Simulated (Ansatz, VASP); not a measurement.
NaF: VASP beside Ansatz

```
Na F
1.0
     0.00000    2.60795    1.84382
     2.60795    0.00000    1.84382
     2.60795    2.60795    0.00000
Na F
1 1
Direct
  0.00000 0.00000 0.00000
  0.50000 0.50000 0.50000
```

Alike in both runs: task single point; functional PBE; k mesh 10 × 10 × 10; occupations gaussian, width 0.05 eV; no spin polarisation.

|  | VASP | Ansatz |
| --- | --- | --- |
| version | VASP 6.6.1 | Ansatz 0.2.0 |
| potentials or method | VASP PAW PBE potentials, release 64 (Na_sv, F), cutoff 1130 eV | scalar-relativistic, plane waves, PAW |
| valence electrons in the cell | 16 | 16 |

```tsv
	VASP	Ansatz	Ansatz less VASP
gap on the k mesh at the Fermi level (eV)	5.78	5.79	+0.011
least direct gap on the mesh (eV)	5.78	5.79	+0.011
pressure (GPa)	22.4	22.4	-0.02
traceless stress, the component that is largest in VASP (GPa)	49.12	48.28	-0.844
```

The functional is the same, so the differences come from potentials, cutoffs and numerics.
